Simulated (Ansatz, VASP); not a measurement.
# HfO2: VASP beside Ansatz

```
Hf O
1.0
     0.00000    2.55750    2.55750
     2.55750    0.00000    2.55750
     2.55750    2.55750    0.00000
Hf O
1 2
Direct
  0.00000 0.00000 0.00000
  0.75000 0.75000 0.75000
  0.25000 0.25000 0.25000
```

Alike in both runs: functional PBE; k mesh 7 × 7 × 7; occupations fermi-dirac, width 0.05 eV; non-collinear spin, spin-orbit coupling.

```csv
,VASP,Ansatz
version,VASP 6.6.1,Ansatz 0.2.0
potentials or method,"VASP PAW PBE potentials, release 64 (Hf_pv, O)",Ansatz PAW
plane-wave cutoff (eV),520,420
valence electrons in the cell,22,38
task,single point,band structure
```

```csv
,VASP,Ansatz,Ansatz less VASP
pressure (GPa),-5.9,-2.7,+3.19
net moment per atom (μB),0.00,0.00,0.000
```

VASP's potentials hold 22 valence electrons a cell and Ansatz's 38, so a difference there can come from the potentials and not from the codes.

Noted on Ansatz's run: the k mesh misses the band edges, so the gap on the mesh is wider than the one along the path.
